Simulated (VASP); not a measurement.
A run of VASP 6.6.1 is set up as follows.

Contents of INCAR:

```
SYSTEM = HfO2
  ALGO = Normal
  EDIFF = 1E-6
  ENCUT = 520
  GGA = RE
  ISIF = 2
  ISMEAR = -1
  LASPH = .True.
  LCHARG = .False.
  LREAL = .False.
  LWAVE = .False.
  NBANDS = 56
  NELM = 80
  PREC = Accurate
  SIGMA = 0.05
```

KPOINTS

```
k-points
0
Gamma
  5 6 5
  0 0 0
```

File POSCAR:

```
HfO2
1.0
    5.2540303499      0.0000000000      0.0000000000
    0.0000000000      5.0379087863      0.0000000000
    0.0000000000      0.0000000000      5.0660150614
Hf O
4 8
Direct
    0.9669940000      0.7325208200      0.7414403500
    0.5330060000      0.7325208200      0.2414403500
    0.4669940000      0.2674791800      0.7414403500
    0.0330060000      0.2674791800      0.2414403500
    0.6321274500      0.9286454000      0.8792672600
    0.8678725500      0.9286454000      0.3792672600
    0.2339485200      0.5398830500      0.4922923900
    0.2660514800      0.5398830500      0.9922923900
    0.7660514800      0.4601169500      0.9922923900
    0.7339485200      0.4601169500      0.4922923900
    0.1321274500      0.0713546000      0.8792672600
    0.3678725500      0.0713546000      0.3792672600
```

Potentials or basis: VASP PAW PBE potentials, release 64 (Hf_pv, O).

Launch:

```sh
$ cat potpaw_PBE.64/Hf_pv/POTCAR potpaw_PBE.64/O/POTCAR > POTCAR
$ mpirun -np 1 vasp_std > vasp.out
```

(1) What does it give for the band gap on the k mesh?

(2) What does it give for the largest force?

Answers

(1) 4.43 eV (least direct gap 4.63 eV).

(2) 0.046 eV/Å.

Caveat: the PAW data sets were made with another functional, which shifts forces and pressure a little; spin-orbit coupling is left out, which moves the levels of the heavy elements.
